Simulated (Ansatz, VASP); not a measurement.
**Two plane-wave programs on Pb**

```
Pb
1.0
     3.65400    0.00000    0.00000
    -1.82700    3.16446    0.00000
     0.00000    0.00000    5.45025
Pb
2
Cartesian
  0.0000 2.1096 1.3626
  1.8270 1.0548 4.0877
```

Change from the starting cell: strain +0.050 along x and y, -0.025 along z, atoms carried along.

Alike in both runs: task single point; functional r2SCAN; k mesh 18 × 18 × 10; occupations gaussian, width 0.15 eV; no spin polarisation.

```csv
,VASP,Ansatz
version,VASP 6.6.1,Ansatz 0.2.0
potentials or method,"VASP PAW PBE potentials, release 64 (Pb_d), cutoff 520 eV","scalar-relativistic, plane waves, PAW"
valence electrons in the cell,28,28
```

```csv
,VASP,Ansatz,Ansatz less VASP
gap on the k mesh at the Fermi level (eV),none,none,-
pressure (GPa),-0.4,-0.4,0.00
"traceless stress, the component that is largest in VASP (GPa)",1.90,1.89,-0.010
```

VASP's potentials were made for PBE, not for r2SCAN. A gap of «none» marks a metal or a gap that the smearing closes. The functional is the same, so the differences come from potentials, cutoffs and numerics.

Spin-orbit coupling is off throughout.
